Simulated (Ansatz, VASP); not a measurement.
## TiTe: VASP beside Ansatz

```
Ti Te
1.0
     0.00000    2.60034    2.60034
     2.60034    0.00000    2.60034
     2.60034    2.60034    0.00000
Ti Te
1 1
Direct
  0.00000 0.00000 0.00000
  0.50000 0.50000 0.50000
```

Change from the starting cell: volume scaled by 0.84, LAPW.

Alike in both runs: task single point; functional LDA; k mesh 12 × 12 × 12; occupations fermi-dirac, width 0.05 eV; no spin polarisation.

|  | VASP | Ansatz |
| --- | --- | --- |
| version | VASP 6.6.1 | Ansatz 0.2.0 |
| potentials or method | VASP PAW LDA potentials, release 64 (Ti_sv, Te), cutoff 520 eV | all-electron LAPW, scalar-relativistic |

|  | VASP | Ansatz | Ansatz less VASP |
| --- | --- | --- | --- |
| pressure (GPa) | 24.4 | 24.2 | -0.17 |

LDA's correlation is that of Perdew and Zunger in VASP and of Perdew and Wang (1992) in Ansatz. Ansatz ran all-electron here, and VASP with PAW potentials.

Neither program's run includes spin-orbit coupling.
